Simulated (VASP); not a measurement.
Here is a VASP 6.6.1 calculation.

The input POSCAR:

```
CuSb
1.0
    0.0000000000      2.6732087600      2.6732087600
    2.6732087600      0.0000000000      2.6732087600
    2.6732087600      2.6732087600      0.0000000000
Cu Sb
1 1
Direct
    0.5000000000      0.5000000000      0.5000000000
    0.0000000000      0.0000000000      0.0000000000
```

File INCAR.step1:

```
PREC = Accurate
ENCUT = 520
ISMEAR = 0
SIGMA = 0.05
LREAL = False
LASPH = True
NELM = 80
NBANDS = 15
GGA = PE
ALGO = Normal
EDIFF = 1E-4
LWAVE = True
LCHARG = False
```

INCAR.step2

```
PREC = Accurate
ENCUT = 520
EDIFF = 1E-7
ISMEAR = 0
SIGMA = 0.05
LREAL = False
LASPH = True
NELM = 80
ALGO = Normal
ISIF = 2
LWAVE = False
LCHARG = False
METAGGA = R2SCAN
LMIXTAU = True
NBANDS = 15
ISTART = 1
```

KPOINTS

```
Automatic mesh
0
Gamma
  12 12 12
```

Potentials or basis: VASP PAW PBE potentials, release 64 (Cu, Sb).

Launch:

```sh
$ cat potpaw_PBE.64/Cu/POTCAR potpaw_PBE.64/Sb/POTCAR > POTCAR
$ cp INCAR.step1 INCAR
$ mpirun -np 1 vasp_std > vasp.out
$ cp INCAR.step2 INCAR
$ mpirun -np 1 vasp_std > vasp.out
```

(1) Predict the band gap on the k mesh.

(2) Estimate the pressure.

Answers

(1) zero (band 8 reaches 10.89 eV, above the bottom of band 9 at 5.60 eV).

(2) 1.9 GPa.

Caveat: the PAW data sets were made with another functional, which shifts forces and pressure a little; spin-orbit coupling is left out, which moves the levels of the heavy elements.
